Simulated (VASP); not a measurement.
# BeTe (F-43m) in VASP: notebook, part 2 of 2

VASP 6.6.1.

## Step 3: Single point, LDA

This run uses another cell than the first one, of 19.55 Å³/atom, 1.080 times its volume.

Input file INCAR:

```
SYSTEM = BeTe
ALGO = Normal ; EDIFF = 1E-6
ENCUT = 520 ; ISIF = 2
ISMEAR = 0 ; LASPH = .True.
LCHARG = .False. ; LREAL = .False.
LWAVE = .False. ; NBANDS = 11
NELM = 100 ; PREC = Accurate
SIGMA = 0.01
```

Input file KPOINTS:

```
k-points
0
Gamma
  8 8 8
  0 0 0
```

Input file POSCAR:

```
BeTe
1.0
    2.6938308514      2.6938308514      0.0000000000
   -2.6938308514      2.6938308514      0.0000000000
    0.0000000000      2.6938308514      2.6938308514
Be Te
1 1
Direct
    0.0000000000      0.0000000000      0.0000000000
    0.7500000000      0.2500000000      0.5000000000
```

Potentials or basis: VASP PAW LDA potentials, release 64 (Be, Te).

Run with:

```
$ cat potpaw_LDA.64/Be/POTCAR potpaw_LDA.64/Te/POTCAR > POTCAR
$ mpirun -np 1 vasp_std > vasp.out
```

OUTCAR:

```text
SYSTEM = BeTe
   EDIFF = 1E-6
   ENCUT = 520
   ISIF = 2
   ISMEAR = 0
   LASPH = .True.
   LREAL = .False.
   NELM = 100
   PREC = Accurate

 ion  position               nearest neighbor table
   1  0.000  0.000  0.000-   2 2.33   2 2.33   2 2.33   2 2.33
   2  0.750  0.250  0.500-   1 2.33   1 2.33   1 2.33   1 2.33

  LATTYP: Found a face centered cubic cell.
 ALAT       =     5.3876617028

  Lattice vectors:

 A1 = (   0.0000000000,   2.6938308514,   2.6938308514)
 A2 = (   2.6938308514,   0.0000000000,   2.6938308514)
 A3 = (   2.6938308514,   2.6938308514,   0.0000000000)

Analysis of symmetry for initial positions (statically):
=====================================================================
 Subroutine PRICEL returns:
 Original cell was already a primitive cell.

 Routine SETGRP: Setting up the symmetry group for a
 face centered cubic supercell.

 Subroutine GETGRP returns: Found 24 space group operations
 (whereof 24 operations were pure point group operations)
 out of a pool of 48 trial point group operations.

The static configuration has the point symmetry T_d .

Analysis of symmetry for dynamics (positions and initial velocities):
=====================================================================
 Subroutine PRICEL returns:
 Original cell was already a primitive cell.

 Routine SETGRP: Setting up the symmetry group for a
 face centered cubic supercell.

 Subroutine GETGRP returns: Found 24 space group operations
 (whereof 24 operations were pure point group operations)
 out of a pool of 48 trial point group operations.

The dynamic configuration has the point symmetry T_d .

 Subroutine INISYM returns: Found 24 space group operations
 (whereof 24 operations are pure point group operations),
 and found     1 'primitive' translations

----------------------------------------------------------------------------------------

                                     Primitive cell

[... 117 lines left out ...]
   AEXX    =    0.0000 exact exchange contribution
   IVDW    =     0    specifies the selected vdW correction
   LEPSILON=     F    determine dielectric tensor
   LRPA    =     F    only Hartree local field effects (RPA)
 non-spin polarized calculation
 Gauss-broadening in eV      SIGMA  =   0.01
  energy-cutoff  :      520.00
  volume of cell :       39.10
 maximum number of plane-waves:      1067
   NGX = 15   NGY = 15   NGZ = 15

 number of electron       8.0000000 magnetization

 Free energy of the ion-electron system (eV)
  ---------------------------------------------------
  ext. energy  EPLUGINS =         0.00000000
  ---------------------------------------------------
  free energy    TOTEN  =        -8.64283175 eV

  energy without entropy =       -8.64283175  energy(sigma->0) =       -8.64283175

 E-fermi :   6.6607     XC(G=0):  -9.7937

 val. band max:        6.5456503854   @ k =   0.0000   0.0000   0.0000
 cond. band min:       8.0731450873   @ k =   0.5000   0.5000   0.0000
 fundamental gap:      1.5274947019
 Fermi energy:         6.6607267630

 k-point     1 :       0.0000    0.0000    0.0000
  band No.  band energies     occupation
      1      -6.7237      2.00000
      2       6.5457      2.00000
      3       6.5457      2.00000
      4       6.5457      2.00000
      5       9.9970      0.00000
      6       9.9970      0.00000
      7       9.9970      0.00000
      8      11.2946      0.00000
      9      14.9243      0.00000
     10      17.0569      0.00000
     11      17.0569      0.00000
[... 309 lines left out ...]
 k-point    24 :       0.5000    0.2500    0.1250
  band No.  band energies     occupation
      1      -4.7294      2.00000
      2       0.6058      2.00000
      3       3.1547      2.00000
      4       4.2161      2.00000
      5      10.5798      0.00000
      6      11.0796      0.00000
      7      13.5810      0.00000
      8      14.6424      0.00000
      9      15.2116      0.00000
     10      18.3403      0.00000
     11      18.8619      0.00000

 [... further k-points ...]

------------------------ aborting loop because EDIFF is reached ----------------------------------------

  FORCE on cell =-STRESS in cart. coord.  units (eV):
  Direction    XX          YY          ZZ          XY          YZ          ZX
  --------------------------------------------------------------------------------------
  -------------------------------------------------------------------------------------
  Total        1.8033406      1.8033406      1.8033406      0.0000000     -0.0000000      0.0000000
  in kB       73.9005014     73.9005014     73.9005014      0.0000000     -0.0000000      0.0000000
  external PRESSURE =      73.9005014 kB  Pullay stress =       0.0000000 kB

 VOLUME and BASIS-vectors are now :
 -----------------------------------------------------------------------------
  energy-cutoff  :      520.00
  volume of cell :       39.10
      direct lattice vectors                 reciprocal lattice vectors
     2.693830851  2.693830851  0.000000000     0.185609278  0.185609278 -0.185609278
    -2.693830851  2.693830851  0.000000000    -0.185609278  0.185609278 -0.185609278
     0.000000000  2.693830851  2.693830851     0.000000000  0.000000000  0.371218556

 POSITION                                       TOTAL-FORCE (eV/Angst)
 -----------------------------------------------------------------------------------
      0.00000      0.00000      0.00000        -0.000000     -0.000000      0.000000
      1.34692      4.04075      1.34692         0.000000      0.000000      0.000000
 -----------------------------------------------------------------------------------
    total drift:                               -0.000000      0.000000      0.000000

  FREE ENERGIE OF THE ION-ELECTRON SYSTEM (eV)
  ---------------------------------------------------
  free  energy   TOTEN  =        -8.6428317510 eV

  energy  without entropy=       -8.6428317510  energy(sigma->0) =       -8.64283175
```

stdout:

```text
POSCAR found type information on POSCAR BeTe
 POSCAR found :  2 types and       2 ions
 scaLAPACK will be used
 LDA part: xc-table for (Slater(with rela. corr.)+CA(PZ))
 , standard interpolation
 POSCAR, INCAR and KPOINTS ok, starting setup
 FFT: planning ... GRIDC
 FFT: planning ... GRID_SOFT
 FFT: planning ... GRID
 WAVECAR not read
 entering main loop
```

Wall time 5.2 s (1 thread of Intel Xeon 6975P-C (Granite Rapids), shared host); peak memory 0.14 GiB.

Results:

```yaml
Free_energy: -8.6428 eV
Pressure: 7.4 GPa
Band_gap_on_the_k_mesh: 1.53 eV, indirect (least direct gap 3.45 eV)
```

Levels at points of the mesh, in eV from the valence-band top:
| k point | band 1 | band 2 | band 3 | band 4 | band 5 | band 6 | band 7 | band 8 | band 9 |
| --- | --- | --- | --- | --- | --- | --- | --- | --- | --- |
| (0.00, 0.00, 0.00) | -13.27 | 0.00 | 0.00 | 0.00 | 3.45 | 3.45 | 3.45 | 4.75 | 8.38 |
| (0.50, 0.00, 0.00) | -11.58 | -6.44 | -1.37 | -1.37 | 3.43 | 4.48 | 4.48 | 7.57 | 11.35 |
| (0.50, 0.50, 0.00) | -10.96 | -5.84 | -3.18 | -3.18 | 1.53 | 2.45 | 10.45 | 10.45 | 12.15 |

Caveat: spin-orbit coupling is left out, which moves the levels of the heavy elements. A k mesh can miss the band edges.

## Step 4: Single point, LDA

This run uses another cell than the first one, of 19.55 Å³/atom, 1.080 times its volume.

Input file INCAR:

```
PREC     = Accurate       # precision mode
ENCUT    = 520            # plane-wave cutoff, eV
EDIFF    = 1E-6           # SCF threshold, eV
ISMEAR   = 0              # smearing method
SIGMA    = 0.01           # smearing width, eV
LREAL    = False          # projectors in reciprocal space
LASPH    = True           # aspherical terms in the spheres
NELM     = 80             # most SCF steps
ALGO     = Normal         # electronic algorithm
ISIF     = 2              # what is computed and relaxed
LWAVE    = False          # write WAVECAR
LCHARG   = False          # write CHGCAR
NBANDS   = 11             # bands
```

Input file KPOINTS:

```
Automatic mesh
0
Gamma
  8 8 8
```

POSCAR is that of step 3.

Run with:

```
$ cat potpaw_LDA.64/Be/POTCAR potpaw_LDA.64/Te/POTCAR > POTCAR
$ mpirun -np 1 vasp_std > vasp.out
```

It took 5.7 s on 1 thread of Intel Xeon 6975P-C (Granite Rapids), shared host; peak memory 0.14 GiB.

The run converged. Its results:

* Free energy: -8.6428 eV
* Pressure: 7.4 GPa
* Band gap on the k mesh: 1.53 eV, indirect (least direct gap 3.45 eV)

Levels at points of the mesh, in eV from the valence-band top:
| k point | band 1 | band 2 | band 3 | band 4 | band 5 | band 6 | band 7 | band 8 |
| --- | --- | --- | --- | --- | --- | --- | --- | --- |
| (0.00, 0.00, 0.00) | -13.27 | 0.00 | 0.00 | 0.00 | 3.45 | 3.45 | 3.45 | 4.75 |
| (0.50, 0.00, 0.00) | -11.58 | -6.44 | -1.37 | -1.37 | 3.43 | 4.48 | 4.48 | 7.57 |
| (0.50, 0.50, 0.00) | -10.96 | -5.84 | -3.18 | -3.18 | 1.53 | 2.45 | 10.45 | 10.45 |

Caveat: spin-orbit coupling is left out, which moves the levels of the heavy elements. A k mesh can miss the band edges.

## Step 5: Single point, LDA

This run uses another cell than the first one, of 18.95 Å³/atom, 1.047 times its volume.

Input file INCAR:

```
SYSTEM = BeTe
  PREC = Accurate
  ENCUT = 520
  EDIFF = 1E-6
  ISMEAR = 0
  SIGMA = 0.01
  LREAL = .FALSE.
  LASPH = .TRUE.
  NELM = 60
  ALGO = Normal
  ISIF = 2
  LWAVE = .FALSE.
  LCHARG = .FALSE.
  GGA = CA
  NBANDS = 11
```

Input file KPOINTS:

```
regular mesh
0
G
  8 8 8
  0 0 0
```

Input file POSCAR:

```
BeTe
1.0
    2.6660557446      2.6660557446      0.0000000000
   -2.6660557446      2.6660557446      0.0000000000
    0.0000000000      2.6660557446      2.6660557446
Be Te
1 1
Direct
    0.0000000000      0.0000000000      0.0000000000
    0.7500000000      0.2500000000      0.5000000000
```

Potentials or basis: VASP PAW LDA potentials, release 64 (Be, Te).

Run with:

```
$ cat potpaw_LDA.64/Be/POTCAR potpaw_LDA.64/Te/POTCAR > POTCAR
$ mpirun -np 1 vasp_std > vasp.out
```

OUTCAR:

```text
SYSTEM = BeTe
   PREC = Accurate
   ENCUT = 520
   EDIFF = 1E-6
   ISMEAR = 0
   LREAL = .FALSE.
   LASPH = .TRUE.
   NELM = 60
   ISIF = 2
   GGA = CA

 ion  position               nearest neighbor table
   1  0.000  0.000  0.000-   2 2.31   2 2.31   2 2.31   2 2.31
   2  0.750  0.250  0.500-   1 2.31   1 2.31   1 2.31   1 2.31

  LATTYP: Found a face centered cubic cell.
 ALAT       =     5.3321114892

  Lattice vectors:

 A1 = (   0.0000000000,   2.6660557446,   2.6660557446)
 A2 = (   2.6660557446,   0.0000000000,   2.6660557446)
 A3 = (   2.6660557446,   2.6660557446,   0.0000000000)

Analysis of symmetry for initial positions (statically):
=====================================================================
 Subroutine PRICEL returns:
 Original cell was already a primitive cell.

 Routine SETGRP: Setting up the symmetry group for a
 face centered cubic supercell.

 Subroutine GETGRP returns: Found 24 space group operations
 (whereof 24 operations were pure point group operations)
 out of a pool of 48 trial point group operations.

The static configuration has the point symmetry T_d .

Analysis of symmetry for dynamics (positions and initial velocities):
[... 171 lines left out ...]
      4       6.9538      2.00000
      5      10.3654      0.00000
      6      10.3654      0.00000
      7      10.3654      0.00000
      8      11.9581      0.00000
      9      15.3719      0.00000
     10      17.5276      0.00000
     11      17.5276      0.00000
[... 309 lines left out ...]
 k-point    24 :       0.5000    0.2500    0.1250
  band No.  band energies     occupation
      1      -4.4594      2.00000
      2       0.7993      2.00000
      3       3.4371      2.00000
      4       4.5138      2.00000
      5      10.9453      0.00000
      6      11.5310      0.00000
      7      14.0853      0.00000
      8      15.1432      0.00000
      9      15.6888      0.00000
     10      18.8110      0.00000
     11      19.4070      0.00000

 [... further k-points ...]

------------------------ aborting loop because EDIFF is reached ----------------------------------------

  FORCE on cell =-STRESS in cart. coord.  units (eV):
  Direction    XX          YY          ZZ          XY          YZ          ZX
  --------------------------------------------------------------------------------------
  -------------------------------------------------------------------------------------
  Total        2.4629165      2.4629165      2.4629165      0.0000000      0.0000000      0.0000000
  in kB      104.1172264    104.1172264    104.1172264      0.0000000      0.0000000      0.0000000
  external PRESSURE =     104.1172264 kB  Pullay stress =       0.0000000 kB

 VOLUME and BASIS-vectors are now :
 -----------------------------------------------------------------------------
  energy-cutoff  :      520.00
  volume of cell :       37.90
      direct lattice vectors                 reciprocal lattice vectors
     2.666055745  2.666055745  0.000000000     0.187542965  0.187542965 -0.187542965
    -2.666055745  2.666055745  0.000000000    -0.187542965  0.187542965 -0.187542965
     0.000000000  2.666055745  2.666055745     0.000000000  0.000000000  0.375085931

 POSITION                                       TOTAL-FORCE (eV/Angst)
 -----------------------------------------------------------------------------------
      0.00000      0.00000      0.00000        -0.000000      0.000000      0.000000
      1.33303      3.99908      1.33303         0.000000     -0.000000      0.000000
 -----------------------------------------------------------------------------------
    total drift:                               -0.000000      0.000000     -0.000000

  FREE ENERGIE OF THE ION-ELECTRON SYSTEM (eV)
  ---------------------------------------------------
  free  energy   TOTEN  =        -8.5765551800 eV

  energy  without entropy=       -8.5765551800  energy(sigma->0) =       -8.57655518
```

OSZICAR:

```text
N       E                     dE             d eps       ncg     rms          rms(c)
DAV:   1     0.192259224169E+02    0.19226E+02   -0.33649E+03   638   0.599E+02
DAV:   2    -0.787653990047E+01   -0.27102E+02   -0.25902E+02   827   0.952E+01
DAV:   3    -0.892536851022E+01   -0.10488E+01   -0.10475E+01   820   0.194E+01
DAV:   4    -0.893538302238E+01   -0.10015E-01   -0.10014E-01   719   0.216E+00
DAV:   5    -0.893557194235E+01   -0.18892E-03   -0.18892E-03   777   0.292E-01    0.546E+00
DAV:   6    -0.865816233902E+01    0.27741E+00   -0.34133E-01   710   0.221E+00    0.312E+00
DAV:   7    -0.857807954666E+01    0.80083E-01   -0.21550E-01   749   0.193E+00    0.631E-01
DAV:   8    -0.857648260381E+01    0.15969E-02   -0.96604E-03   703   0.562E-01    0.143E-01
DAV:   9    -0.857654734115E+01   -0.64737E-04   -0.30637E-04   803   0.110E-01    0.678E-02
DAV:  10    -0.857655657215E+01   -0.92310E-05   -0.23536E-05   701   0.249E-02    0.243E-02
DAV:  11    -0.857655514051E+01    0.14316E-05   -0.32079E-06   745   0.852E-03    0.113E-02
DAV:  12    -0.857655517999E+01   -0.39473E-07   -0.14401E-07   382   0.253E-03
   1 F= -.85765552E+01 E0= -.85765552E+01  d E =-.287822E-48
```

Run time: 5.4 s. Hardware: 1 thread of Intel Xeon 6975P-C (Granite Rapids), shared host; peak memory 0.14 GiB.

Results:

```yaml
Free_energy: -8.5766 eV
Pressure: 10.4 GPa
Band_gap_on_the_k_mesh: 1.44 eV, indirect (least direct gap 3.41 eV)
```

Caveat: spin-orbit coupling is left out, which moves the levels of the heavy elements.

## Step 6: Single point, LDA

This run uses another cell than the first one, of 18.95 Å³/atom, 1.047 times its volume.

Input file INCAR:

```
  ALGO = Normal
  EDIFF = 1E-6
  ENCUT = 520
  GGA = CA
  ISIF = 2
  ISMEAR = 0
  LASPH = T
  LCHARG = F
  LREAL = F
  LWAVE = F
  NBANDS = 11
  NELM = 100
  PREC = Accurate
  SIGMA = 0.01
```

Input file KPOINTS:

```
k-points
0
Gamma
  8 8 8
```

POSCAR is that of step 5.

Potentials or basis: VASP PAW LDA potentials, release 64 (Be, Te).

Run with:

```
$ cat potpaw_LDA.64/Be/POTCAR potpaw_LDA.64/Te/POTCAR > POTCAR
$ mpirun -np 1 vasp_std > vasp.out
```

Wall time 6.7 s (1 thread of Intel Xeon 6975P-C (Granite Rapids), shared host); peak memory 0.14 GiB.

It converged, with:

```yaml
Free_energy: -8.5766 eV
Pressure: 10.4 GPa
Band_gap_on_the_k_mesh: 1.44 eV, indirect (least direct gap 3.41 eV)
```

Levels at points of the mesh, in eV from the valence-band top:
```
           k point  band 1  band 2  band 3  band 4  band 5  band 6  band 7  band 8
(0.00, 0.00, 0.00)  -13.52    0.00    0.00    0.00    3.41    3.41    3.41    5.00
(0.50, 0.00, 0.00)  -11.73   -6.68   -1.44   -1.44    3.53    4.45    4.45    7.53
(0.50, 0.50, 0.00)  -11.07   -6.03   -3.32   -3.32    1.44    2.39   10.65   10.65
```

Caveat: spin-orbit coupling is left out, which moves the levels of the heavy elements. A k mesh can miss the band edges.

## Step 7: Overview

| cell | gap on the mesh (eV) | pressure (GPa) |
| --- | --- | --- |
| a = 3.713 Å, angles 60.0, 60.0, 90.0°, 2 atoms | 1.30 | 15.5 |
| a = 3.810 Å, angles 60.0, 60.0, 90.0°, 2 atoms | 1.53 | 7.4 |
| a = 3.770 Å, angles 60.0, 60.0, 90.0°, 2 atoms | 1.44 | 10.4 |

Alike in all rows: task single point; level LDA; potentials or basis VASP PAW LDA potentials, release 64 (Be, Te); no spin polarisation; k mesh 8 × 8 × 8; cutoff (eV) 520; smearing gaussian 0.01 eV.

Caveats: spin-orbit coupling is left out, which moves the levels of the heavy elements.

Absolute energies hang on the potentials; compare differences alone.
